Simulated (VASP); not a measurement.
# CdS: single point with LDA

The system is CdS.

```xyz
2
Lattice="4.2612 0.0000 0.0000 -2.1306 3.6903 0.0000 0.0000 0.0000 5.8042" Properties=species:S:1:pos:R:3 pbc="T T T"
Cd    0.0000    0.0000    2.5695
S     1.8708    1.0801    2.5267
```

This cell differs from its parent crystal: all S atoms moved +0.300 Å, as atom 2 towards its neighbour atom 1 (Cd) at 2.461 Å.

```
Program                : VASP 6.6.1
Task                   : single point
Functional             : LDA
Potentials or basis    : VASP PAW LDA potentials, release 64 (Cd, S)
Cutoff                 : 520 eV
k mesh                 : 9 × 9 × 6
Occupations            : gaussian, width 0.05 eV
Spin                   : no spin polarisation
Dipole correction      : no
Further INCAR settings : ALGO = Normal; EDIFF = 1e-07; NBANDS = 16
```

| Quantity | Value |
| --- | --- |
| Pressure | 0.3 GPa |
| Largest force | 3.810 eV/Å |
| Band gap on the k mesh | 0.96 eV |

Forces in eV/Å, atoms in the order of the input:
```
Cd  -3.299 -1.905  0.024
S    3.299  1.905 -0.024
```

Stress tensor (GPa, compression positive):
```
 3.70  5.52 -0.25
 5.52 -2.67 -0.14
-0.25 -0.14 -0.11
```

Levels at points of the mesh, in eV from the valence-band top:
| k point | band 5 | band 6 | band 7 | band 8 | band 9 | band 10 | band 11 | band 12 | band 13 | band 14 |
| --- | --- | --- | --- | --- | --- | --- | --- | --- | --- | --- |
| (0.00, 0.00, 0.00) | -7.63 | -7.45 | -1.48 | -0.89 | 0.00 | 0.96 | 5.09 | 5.77 | 6.46 | 7.20 |
| (0.00, 0.00, 0.50) | -7.63 | -7.44 | -1.70 | -0.89 | 0.00 | 1.23 | 4.57 | 5.81 | 7.26 | 8.79 |

It took 2.2 min on 1 thread of AMD EPYC 9R14 (Zen 4) (shared host), peak memory 0.29 GiB.

Caveat: the cell differs from its parent crystal (all S atoms moved +0.300 Å, as atom 2 towards its neighbour atom 1 (Cd) at 2.461 Å); an odd mesh through Γ misses points on the zone boundary, where band edges can lie; forces of over 1 eV/Å act on the atoms, so gaps and moduli don't describe the material at rest.
